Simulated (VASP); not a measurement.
Input of a VASP 6.6.1 run:

Contents of INCAR:

```
  PREC = Accurate
  ENCUT = 520
  EDIFF = 1E-6
  ISMEAR = 0
  SIGMA = 0.1
  LREAL = False
  LASPH = True
  NELM = 80
  ALGO = Fast
  ISIF = 2
  LWAVE = False
  LCHARG = False
  GGA = PE
  NBANDS = 12
```

KPOINTS

```
Automatic mesh
0
Gamma
  18 18 18
```

The input POSCAR:

```
In
1.0
    1.6953951792      0.9788368631      2.7615402826
   -1.6953951792      0.9788368631      2.7615402826
    0.0000000000     -1.9576737262      2.7615402826
In
1
Direct
    0.5000000000      0.5000000000      0.5000000000
```

Potentials or basis: VASP PAW PBE potentials, release 64 (In_d).

Launch:

```sh
$ cat potpaw_PBE.64/In_d/POTCAR > POTCAR
$ mpirun -np 1 vasp_std > vasp.out
```

Q: Estimate the pressure.

A: -0.1 GPa.
